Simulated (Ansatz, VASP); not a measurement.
# HfN: VASP beside Ansatz

```
Hf N
1.0
     0.00000    2.31548    2.31548
     2.31548    0.00000    2.31548
     2.31548    2.31548    0.00000
Hf N
1 1
Direct
  0.00000 0.00000 0.00000
  0.50000 0.50000 0.50000
```

Change from the starting cell: strain +0.025 along x and y, +0.025 along z, atoms carried along.

Alike in both runs: task single point; functional PBEsol; k mesh 18 × 18 × 18; occupations gaussian, width 0.15 eV; no spin polarisation.

|  | VASP | Ansatz |
| --- | --- | --- |
| version | VASP 6.6.1 | Ansatz 0.2.0 |
| potentials or method | VASP PAW PBE potentials, release 64 (Hf_pv, N), cutoff 520 eV | scalar-relativistic, plane waves, PAW |
| valence electrons in the cell | 15 | 31 |

|  | VASP | Ansatz | Ansatz less VASP |
| --- | --- | --- | --- |
| gap on the k mesh at the Fermi level (eV) | none | none | - |
| pressure (GPa) | -22.1 | -20.1 | +1.97 |

VASP's potentials were made for PBE, not for PBEsol. A gap of «none» marks a metal or a gap that the smearing closes. The functional is the same, so the differences come from potentials, cutoffs and numerics. VASP's potentials hold 15 valence electrons a cell and Ansatz's 31, so a difference there can come from the potentials and not from the codes.

Neither program's run includes spin-orbit coupling.
